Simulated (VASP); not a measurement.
Here is a VASP 6.6.1 calculation.

File INCAR:

```
PREC = Accurate
ENCUT = 520
EDIFF = 1E-7
ISMEAR = 0
SIGMA = 0.1
LREAL = False
LASPH = True
NELM = 100
ALGO = Fast
ISIF = 2
LWAVE = False
LCHARG = False
GGA = PS
NBANDS = 46
```

KPOINTS

```
Automatic mesh
0
Gamma
  8 8 8
```

File POSCAR:

```
CoSn2
1.0
   -3.1825000000      3.1825000000      2.7285000000
    3.1825000000     -3.1825000000      2.7285000000
    3.1825000000      3.1825000000     -2.7285000000
Co Sn
2 4
Direct
    0.2500000000      0.2500000000      0.0000000000
    0.7500000000      0.7500000000      0.0000000000
    0.6580000000      0.1580000000      0.8160000000
    0.1580000000      0.3420000000      0.5000000000
    0.3420000000      0.8420000000      0.1840000000
    0.8420000000      0.6580000000      0.5000000000
```

Potentials or basis: VASP PAW PBE potentials, release 64 (Co, Sn_d).

Launch:

```bash
$ cat potpaw_PBE.64/Co/POTCAR potpaw_PBE.64/Sn_d/POTCAR > POTCAR
$ mpirun -np 1 vasp_std > vasp.out
```

Problem. Estimate the band gap on the k mesh.

Solution. Zero (band 37 reaches 11.18 eV, above the bottom of band 38 at 9.78 eV).

Problem. Predict the largest force.

Solution. 0.877 eV/Å.

Forces in eV/Å, atoms in the order of the input:
```
Co   0.000  0.000  0.000
Co   0.000  0.000  0.000
Sn   0.620  0.620  0.000
Sn  -0.620  0.620  0.000
Sn  -0.620 -0.620  0.000
Sn   0.620 -0.620  0.000
```

Caveat: the PAW data sets were made with another functional, which shifts forces and pressure a little; spin-orbit coupling is left out, which moves the levels of the heavy elements. Spin polarisation is off, so any magnetic state and its effect on volume and gap are missing.
